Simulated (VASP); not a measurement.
Crystal: Si3Se2.

```
CELL_PARAMETERS angstrom
-1.92000 1.92000 7.70000
1.92000 -1.92000 7.70000
1.92000 1.92000 -7.70000
ATOMIC_POSITIONS crystal
Si 0.41200 0.91200 0.50000
Si 0.08800 0.58800 0.50000
Si 0.00000 0.00000 0.00000
Se 0.32900 0.32900 0.00000
Se 0.67100 0.67100 0.00000
```

* Program: VASP 6.6.1
* Task: relaxation of cell and atoms
* Functional: PBE
* Potentials or basis: VASP PAW PBE potentials, release 64 (Si, Se)
* Cutoff: 600 eV
* k mesh: 6 × 6 × 6
* Occupations: gaussian, width 0.2 eV
* Spin: no spin polarisation

At the start: pressure 2.6 GPa; volume 22.71 Å³/atom.

Problem. Where does the relaxation end?

Solution. Over 17 steps the energy falls by 68.2 meV/atom and the volume is 25.73 Å³/atom (+13.3 %); space group I-4m2 (No. 119, to 0.1 Å) before and after.

The path:
| step | energy change (eV) | largest force (eV/Å) | pressure (GPa) | volume (Å³) |
| --- | --- | --- | --- | --- |
| 1 | 0.0000 | 1.2764 | 2.63 | 113.54 |
| 2 | -0.1750 | 0.5373 | -2.21 | 119.71 |
| 3 | -0.1899 | 0.1983 | -1.31 | 118.38 |
| 4 | -0.2350 | 0.3272 | -0.11 | 116.15 |
| 5 | -0.2397 | 0.3855 | 0.42 | 115.21 |
| 6 | -0.2602 | 0.1964 | 0.53 | 115.57 |
| 7 | -0.2627 | 0.2622 | 0.59 | 115.74 |
| 8 | -0.2735 | 0.2286 | -0.21 | 117.57 |
| 9 | -0.2764 | 0.2868 | -0.85 | 119.13 |
| 10 | -0.2829 | 0.2740 | -0.78 | 119.39 |
| 11 | -0.2999 | 0.2357 | -0.54 | 120.17 |
| 12 | -0.3220 | 0.1644 | 0.00 | 121.72 |
| 13 | -0.3208 | 0.4331 | 1.35 | 124.78 |
| 14 | -0.3287 | 0.2579 | 0.68 | 123.28 |
| 15 | -0.3373 | 0.1234 | 0.28 | 125.60 |
| 16 | -0.3404 | 0.1143 | -0.31 | 129.74 |
| 17 | -0.3410 | 0.0541 | -0.16 | 128.67 |

Final structure:
```xyz
5
Lattice="-1.8830 1.8830 9.0718 1.8830 -1.8830 9.0718 1.8830 1.8830 -9.0718" Properties=species:S:1:pos:R:3 pbc="T T T"
Si    1.8830    0.0000    7.6918
Si    1.8830    0.0000    1.3800
Si    0.0000    0.0000    0.0000
Se    0.0000    0.0000    6.2630
Se    0.0000    0.0000   11.8806
```

Caveat: a cell axis changed by over 15 % at a fixed basis, so the end point is rough; the relaxation stopped at a loose force limit of 0.08 eV/Å, so its end isn't a converged minimum.
